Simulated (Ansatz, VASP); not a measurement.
Ti: VASP beside Ansatz

The input INCAR:

```
ALGO     = Normal         # electronic algorithm
EDIFF    = 1E-7           # SCF threshold, eV
ENCUT    = 520            # plane-wave cutoff, eV
GGA      = PS             # functional
ISIF     = 2              # what is computed and relaxed
ISMEAR   = -1             # smearing method
LASPH    = True           # aspherical terms in the spheres
LCHARG   = True           # write CHGCAR
LELF     = True           # ELF
LREAL    = False          # projectors in reciprocal space
LVHAR    = True         
LWAVE    = False          # write WAVECAR
NBANDS   = 19             # bands
NELM     = 80             # most SCF steps
PREC     = Accurate       # precision mode
SIGMA    = 0.08           # smearing width, eV
```

KPOINTS

```
k-points
0
Gamma
  17 17 9
```

Contents of POSCAR:

```
Ti
1.0
    2.2205436699      0.0000000000      0.0000000000
   -1.1102718349      1.9230472283      0.0000000000
    0.0000000000      0.0000000000      4.3107676285
Ti
2
Direct
    0.3333333333      0.6666666667      0.2500000000
    0.6666666667      0.3333333333      0.7500000000
```

Input for Ansatz:

```yaml
crystal:
  lattice:
    - [2.2205436699, 0.0, 0.0]
    - [-1.1102718349, 1.9230472283, 0.0]
    - [0.0, 0.0, 4.3107676285]
  atoms:
    - { symbol: Ti, position: [0.3333333333, 0.6666666667, 0.25] }
    - { symbol: Ti, position: [0.6666666667, 0.3333333333, 0.75] }
kpoints:
  mp_grid: { grid: [17, 17, 9] }
scf:
  occupations: { method: fermi_dirac, width: 0.08 }
hamiltonian:
  xc: pbesol
  pseudopotentials: { kind: all_electron, lapw: { basis_error: 0.001 } }
output:
  forces: true
  stress: true
  eigenvalues: true
  populations: true
```

Change from the starting cell: volume scaled by 0.55, LAPW.

Alike in both runs: task single point; functional PBEsol; k mesh 17 × 17 × 9; occupations fermi-dirac, width 0.08 eV; no spin polarisation.

|  | VASP | Ansatz |
| --- | --- | --- |
| version | VASP 6.6.1 | Ansatz 0.2.0 |
| potentials or method | VASP PAW PBE potentials, release 64 (Ti_sv), cutoff 520 eV | all-electron LAPW, scalar-relativistic |

|  | VASP | Ansatz | Ansatz less VASP |
| --- | --- | --- | --- |
| pressure (GPa) | 167.8 | 167.0 | -0.81 |
| traceless stress, the component that is largest in VASP (GPa) | -3.88 | 0.15 | +4.025 |

VASP's potentials were made for PBE, not for PBEsol. Both programs put the cell under a high pressure, so it lies far from rest at this level. Ansatz ran all-electron here, and VASP with PAW potentials.

Noted on VASP's run: the cell as given lies far from equilibrium.
